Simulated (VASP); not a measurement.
# Sc (Fm-3m) in VASP: a series of runs, part 2 of 2

VASP 6.6.1.

## Step 3: Relaxation of volume and atoms at fixed shape, r2SCAN

This run uses another cell than the first one, of 24.97 Å³/atom.

POSCAR

```
Sc
1.0
    0.0000000000      2.3200000000      2.3200000000
    2.3200000000      0.0000000000      2.3200000000
    2.3200000000      2.3200000000      0.0000000000
Sc
1
Direct
    0.0000000000      0.0000000000      0.0000000000
```

INCAR.step1

```
PREC = Accurate
ENCUT = 550
ISMEAR = -1
SIGMA = 0.05
LREAL = F
LASPH = T
NELM = 120
GGA = PE
ALGO = Normal
EDIFF = 1E-5
LWAVE = T
LCHARG = F
GGA_COMPAT = F
IBRION = 2
ISIF = 3
EDIFFG = -0.005
NELMIN = 4
NSW = 100
```

INCAR.step2

```
PREC = Accurate
ENCUT = 550
EDIFF = 1E-7
ISMEAR = -1
SIGMA = 0.05
LREAL = F
LASPH = T
NELM = 120
ALGO = Normal
ISIF = 8
LWAVE = F
LCHARG = F
METAGGA = R2SCAN
LMIXTAU = T
IBRION = 2
NSW = 80
EDIFFG = -0.01
ISTART = 1
GGA_COMPAT = F
NELMIN = 4
```

KPOINTS

```
regular mesh
0
Gamma
  8 8 8
```

Potentials or basis: VASP PAW PBE potentials, release 64 (Sc_sv).

Command:

```bash
cat potpaw_PBE.64/Sc_sv/POTCAR > POTCAR
cp INCAR.step1 INCAR
mpirun -np 1 vasp_std > vasp.out
cp INCAR.step2 INCAR
mpirun -np 1 vasp_std > vasp.out
```

OUTCAR:

```text
PREC = Accurate
   ENCUT = 550
   EDIFF = 1E-7
   ISMEAR = -1
   LREAL = F
   LASPH = T
   NELM = 120
   ISIF = 8
   METAGGA = R2SCAN
   IBRION = 2
   NSW = 80
   EDIFFG = -0.01
   ISTART = 1
   NELMIN = 4

 ion  position               nearest neighbor table
   1  0.000  0.000  0.000-

  LATTYP: Found a face centered cubic cell.
 ALAT       =     4.6400000000

  Lattice vectors:

 A1 = (   0.0000000000,   2.3200000000,   2.3200000000)
 A2 = (   2.3200000000,   0.0000000000,   2.3200000000)
 A3 = (   2.3200000000,   2.3200000000,   0.0000000000)

Analysis of symmetry for initial positions (statically):
=====================================================================
 Subroutine PRICEL returns:
 Original cell was already a primitive cell.

 Routine SETGRP: Setting up the symmetry group for a
 face centered cubic supercell.

 Subroutine GETGRP returns: Found 48 space group operations
 (whereof 48 operations were pure point group operations)
 out of a pool of 48 trial point group operations.

The static configuration has the point symmetry O_h .

Analysis of symmetry for dynamics (positions and initial velocities):
=====================================================================
 Subroutine PRICEL returns:
 Original cell was already a primitive cell.

 Routine SETGRP: Setting up the symmetry group for a
 face centered cubic supercell.

 Subroutine GETGRP returns: Found 48 space group operations
 (whereof 48 operations were pure point group operations)
 out of a pool of 48 trial point group operations.

The dynamic configuration has the point symmetry O_h .

 Subroutine INISYM returns: Found 48 space group operations
 (whereof 48 operations are pure point group operations),
 and found     1 'primitive' translations

----------------------------------------------------------------------------------------

                                     Primitive cell

  volume of cell :      24.9743

  direct lattice vectors                    reciprocal lattice vectors
     0.000000000  2.320000000  2.320000000    -0.215517241  0.215517241  0.215517241
     2.320000000  0.000000000  2.320000000     0.215517241 -0.215517241  0.215517241
     2.320000000  2.320000000  0.000000000     0.215517241  0.215517241 -0.215517241

  length of vectors
     3.280975465  3.280975465  3.280975465     0.373286812  0.373286812  0.373286812

  position of ions in fractional coordinates (direct lattice)
     0.000000000  0.000000000  0.000000000

  ion indices of the primitive-cell ions
   primitive index   ion index
                 1           1

----------------------------------------------------------------------------------------

 KPOINTS: regular mesh

Automatic generation of k-mesh.
 Grid dimensions read from file:
 generate k-points for:    8    8    8

 Generating k-lattice:

  Cartesian coordinates                     Fractional coordinates (reciprocal lattice)
    -0.026939655  0.026939655  0.026939655     0.125000000  0.000000000  0.000000000
     0.026939655 -0.026939655  0.026939655     0.000000000  0.125000000  0.000000000
     0.026939655  0.026939655 -0.026939655     0.000000000  0.000000000  0.125000000
[... 40 lines left out ...]
   number of dos      NEDOS =    301   number of ions     NIONS =      1
   total plane-waves  NPLWV =  21952
   dimension x,y,z NGX =    28 NGY =   28 NGZ =   28
   dimension x,y,z NGXF=    56 NGYF=   56 NGZF=   56
   ions per type =               1
   NGX,Y,Z   is equivalent  to a cutoff of  14.19, 14.19, 14.19 a.u.
   NGXF,Y,Z  is equivalent  to a cutoff of  28.38, 28.38, 28.38 a.u.
 SYSTEM =  unknown system
   PREC   = accura    normal or accurate (medium, high low for compatibility)
   ISTART =      1    job   : 0-new  1-cont  2-samecut
   ICHARG =      0    charge: 1-file 2-atom 10-const
   ISPIN  =      1    spin polarized calculation?
   LNONCOLLINEAR =      F non collinear calculations
   LSORBIT =      F    spin-orbit coupling
   LASPH  =      T    aspherical Exc in radial PAW
   ENCUT  =  550.0 eV  40.42 Ry    6.36 a.u.   6.27  6.27  6.27*2*pi/ulx,y,z
   NELM   =    120;   NELMIN=  4; NELMDL=  0     # of ELM steps
   EDIFF  = 0.1E-06   stopping-criterion for ELM
   LREAL  =      F    real-space projection
   EDIFFG = -.1E-01   stopping-criterion for IOM
   NSW    =     80    number of steps for IOM
   IBRION =      2    ionic relax: 0-MD 1-quasi-New 2-CG
   NFREE  =      1    steps in history (QN), initial steepest desc. (CG)
   ISIF   =      8    stress and relaxation
   ISYM   =      2    0-nonsym 1-usesym 2-fastsym
   POTIM  = 0.5000    time-step for ionic-motion
   TEBEG  =    0.0;   TEEND  =   0.0 temperature during run
   PSTRESS=    0.0 pullay stress
   NELECT =      11.0000    total number of electrons
   NUPDOWN=      -1.0000    fix difference up-down
   EMIN   =  10.00;   EMAX   =-10.00  energy-range for DOS
   EFERMI =   0.00;   METHOD = LEGACY
   ISMEAR =    -1;   SIGMA  =   0.05  broadening in eV -4-tet -1-fermi 0-gaus
   EFERMI_NEDOS =   21; number of points for ismear=-14 and -15
   IALGO  =     38    algorithm
   IMIX   =      4    mixing-type and parameters
     AMIX     =   0.40;   BMIX     =  1.00
     AMIX_MAG =   1.60;   BMIX_MAG =  1.00
  volume/ion in A,a.u.               =      24.97       168.54
  Fermi-wavevector in a.u.,A,eV,Ry     =   1.245588  2.353820 21.109295  1.551489
  Thomas-Fermi vector in A             =   2.379804
   LORBIT       =      0    0 simple, 1 ext, 2 COOP (PROOUT), +10 PAW based schemes
   METAGGA = R2SCAN    functional components
   LHFCALC =     F    Hartree Fock is set to
   AEXX    =    0.0000 exact exchange contribution
   IVDW    =     0    specifies the selected vdW correction
   LEPSILON=     F    determine dielectric tensor
   LRPA    =     F    only Hartree local field effects (RPA)
 conjugate gradient relaxation of ions
 non-spin polarized calculation
  energy-cutoff  :      550.00
  volume of cell :       24.97
 maximum number of plane-waves:       745
 NGX is ok and might be reduce to    28
   NGX = 13   NGY = 13   NGZ = 13

--------------------------------------- Ionic step        1  -------------------------------------------

 number of electron      10.9999999 magnetization

 Free energy of the ion-electron system (eV)
  ---------------------------------------------------
  ext. energy  EPLUGINS =         0.00000000
  ---------------------------------------------------
  free energy    TOTEN  =       -11.30376938 eV

  energy without entropy =      -11.28726562  energy(sigma->0) =      -11.29551750

------------------------ aborting loop because EDIFF is reached ----------------------------------------

  FORCE on cell =-STRESS in cart. coord.  units (eV):
  Direction    XX          YY          ZZ          XY          YZ          ZX
  --------------------------------------------------------------------------------------
  -------------------------------------------------------------------------------------
  Total        0.0905573      0.0905573      0.0905573     -0.0000000     -0.0000000      0.0000000
  in kB        5.8095172      5.8095172      5.8095172     -0.0000000     -0.0000000      0.0000000
  external PRESSURE =       5.8095172 kB  Pullay stress =       0.0000000 kB
[... 57 lines left out ...]
--------------------------------------- Ionic step        3  -------------------------------------------

 number of electron      11.0000000 magnetization

 Free energy of the ion-electron system (eV)
  ---------------------------------------------------
  ext. energy  EPLUGINS =         0.00000000
  ---------------------------------------------------
  free energy    TOTEN  =       -11.30425301 eV

  energy without entropy =      -11.28786984  energy(sigma->0) =      -11.29606142

 E-fermi :   3.6571     XC(G=0): -10.5116

 val. band max:        3.6428839147   @ k =   0.5000   0.0000   0.0000
 cond. band min:       3.6792356222   @ k =  -0.3750   0.1250   0.0000
 fundamental gap:      0.0363517074
 Fermi energy:         3.6571386547

 k-point     1 :       0.0000    0.0000    0.0000
  band No.  band energies     occupation
      1     -47.9972      2.00000
      2     -25.4421      2.00000
      3     -25.4421      2.00000
      4     -25.4421      2.00000
      5      -1.8882      2.00000
      6       5.3926      0.00000
      7       5.3926      0.00000
      8       5.3926      0.00000
      9       6.8106      0.00000
[... 265 lines left out ...]
 k-point    24 :      -0.3750    0.2500    0.1250
  band No.  band energies     occupation
      1     -47.9322      2.00000
      2     -25.7680      2.00000
      3     -25.5901      2.00000
      4     -25.5226      2.00000
      5       2.7136      2.00000
      6       3.2361      1.99956
      7       4.5530      0.00000
      8       5.9377      0.00000
      9       7.5347      0.00000

 [... further k-points ...]
[... 5 lines left out ...]
  --------------------------------------------------------------------------------------
  -------------------------------------------------------------------------------------
  Total        0.0008687      0.0008687      0.0008687     -0.0000000      0.0000000      0.0000000
  in kB        0.0551272      0.0551272      0.0551272     -0.0000000      0.0000000      0.0000000
  external PRESSURE =       0.0551272 kB  Pullay stress =       0.0000000 kB
[... 16 lines left out ...]
  FREE ENERGIE OF THE ION-ELECTRON SYSTEM (eV)
  ---------------------------------------------------
  free  energy   TOTEN  =       -11.3042530090 eV

  energy  without entropy=      -11.2878698352  energy(sigma->0) =      -11.29606142

 reached required accuracy - stopping structural energy minimisation
```

OSZICAR.step1:

```text
N       E                     dE             d eps       ncg     rms          rms(c)
DAV:   1     0.823643414211E+02    0.82364E+02   -0.56566E+03   522   0.127E+03
DAV:   2    -0.493551837753E+01   -0.87300E+02   -0.86757E+02   522   0.350E+02
DAV:   3    -0.689434074132E+01   -0.19588E+01   -0.18857E+01   825   0.675E+01
DAV:   4    -0.691310363776E+01   -0.18763E-01   -0.18687E-01   797   0.521E+00
[... 27 lines left out ...]
       N       E                     dE             d eps       ncg     rms          rms(c)
DAV:   1    -0.620721044907E+01   -0.21143E-04   -0.54183E-04   660   0.406E-01    0.302E-02
DAV:   2    -0.620719043360E+01    0.20015E-04   -0.65486E-05   765   0.123E-01    0.772E-03
DAV:   3    -0.620718947408E+01    0.95952E-06   -0.27874E-06   264   0.297E-02    0.407E-03
DAV:   4    -0.620718975470E+01   -0.28062E-06   -0.15732E-06   263   0.113E-02
   5 F= -.62071898E+01 E0= -.61979425E+01  d E =-.501247E-03
```

Run time: 54 s. Hardware: 1 thread of Intel Xeon 6975P-C (Granite Rapids), shared host; peak memory 0.17 GiB.

Results:

```yaml
Free_energy: -11.3043 eV
Relaxed_volume: 25.25 Å³/atom
Relaxed_cell: a = 3.293 Å, b = 3.293 Å, c = 3.293 Å, α = 60.00°, β = 60.00°, γ = 60.00°
Space_group_after_relaxing_to_0.1_Å: Fm-3m (No. 225)
Energy_gained_by_relaxing: 0.5 meV/atom
Ionic_steps: 3
Pressure_after_relaxing: 0.0 GPa
Band_gap_on_the_k_mesh: zero (an odd number of electrons rules out a gap without spin polarisation)
```

The path:
```
step  energy change (eV)  largest force (eV/Å)  pressure (GPa)  volume (Å³)
   1              0.0000                0.0000            0.58        24.97
   2             -0.0005                0.0000           -0.11        25.30
   3             -0.0005                0.0000            0.01        25.25
```

Final structure:
```cif
data_structure
_symmetry_space_group_name_H-M 'P 1'
_symmetry_Int_Tables_number 1
_cell_length_a 3.2929
_cell_length_b 3.2929
_cell_length_c 3.2929
_cell_angle_alpha 60.000
_cell_angle_beta 60.000
_cell_angle_gamma 60.000
_cell_volume 25.25
loop_
_atom_site_label
_atom_site_type_symbol
_atom_site_fract_x
_atom_site_fract_y
_atom_site_fract_z
_atom_site_occupancy
Sc1 Sc 0.00000 0.00000 0.00000 1
```

Levels at points of the mesh, in eV from the Fermi level:
```tsv
k point	band 3	band 4	band 5	band 6	band 7	band 8
(0.00, 0.00, 0.00)	-29.10	-29.10	-5.55	1.74	1.74	1.74
(0.50, 0.00, 0.00)	-29.15	-29.15	-1.83	-0.01	1.63	1.63
(0.50, 0.50, 0.00)	-29.23	-29.23	-1.55	-0.58	1.76	4.03
```

Caveat: the PAW data sets were made with another functional, which shifts forces and pressure a little.
